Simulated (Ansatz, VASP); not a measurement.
# YbOs3 in VASP and in Ansatz

INCAR

```
SYSTEM = YbOs3
  PREC = Accurate
  ENCUT = 520
  EDIFF = 1E-6
  ISMEAR = 0
  SIGMA = 0.05
  LREAL = .FALSE.
  LASPH = .TRUE.
  NELM = 60
  ALGO = Normal
  ISIF = 2
  LWAVE = .FALSE.
  LCHARG = .FALSE.
  GGA = PE
  NBANDS = 32
```

The input KPOINTS:

```
Automatic mesh
0
G
  8 8 8
  0 0 0
```

The input POSCAR:

```
YbOs3
1.0
    3.9376675912      0.0000000000      0.0000000000
    0.0000000000      3.9376675912      0.0000000000
    0.0000000000      0.0000000000      3.9376675912
Yb Os
1 3
Direct
    0.0000000000      0.0000000000      0.0000000000
    0.0000000000      0.5000000000      0.5000000000
    0.5000000000      0.5000000000      0.0000000000
    0.5000000000      0.0000000000      0.5000000000
```

Input for Ansatz:

```yaml
crystal:
  lattice:
    - [3.9376675912, 0.0, 0.0]
    - [0.0, 3.9376675912, 0.0]
    - [0.0, 0.0, 3.9376675912]
  atoms:
    - { symbol: Yb, position: [0.0, 0.0, 0.0] }
    - { symbol: Os, position: [0.0, 0.5, 0.5] }
    - { symbol: Os, position: [0.5, 0.5, 0.0] }
    - { symbol: Os, position: [0.5, 0.0, 0.5] }
basis:
  ecutwfc: 420
  ecutrho_ratio: 4
kpoints:
  mp_grid: { grid: [8, 8, 8] }
hamiltonian:
  xc: pbe
scf:
  occupations: { method: gaussian, width: 0.05 }
output:
  forces: true
  stress: true
  eigenvalues: true
```

Alike in both runs: task single point; functional PBE; k mesh 8 × 8 × 8; occupations gaussian, width 0.05 eV; no spin polarisation.

|  | VASP | Ansatz |
| --- | --- | --- |
| version | VASP 6.6.1 | Ansatz 0.2.0 |
| potentials or method | VASP PAW PBE potentials, release 64 (Yb, Os), cutoff 520 eV | scalar-relativistic, plane waves, PAW |
| valence electrons in the cell | 48 | 72 |

VASP gave:

```
gap on the k mesh at the Fermi level (eV) : none
pressure (GPa)                            : 16.5
```

**Question.** Estimate Ansatz's values.

**Answer.** gap on the k mesh at the Fermi level (eV): none; pressure (GPa): 15.1.

A gap of «none» marks a metal or a gap that the smearing closes. VASP's potentials hold 48 valence electrons a cell and Ansatz's 72, so a difference there can come from the potentials and not from the codes.

Neither program's run includes spin-orbit coupling.
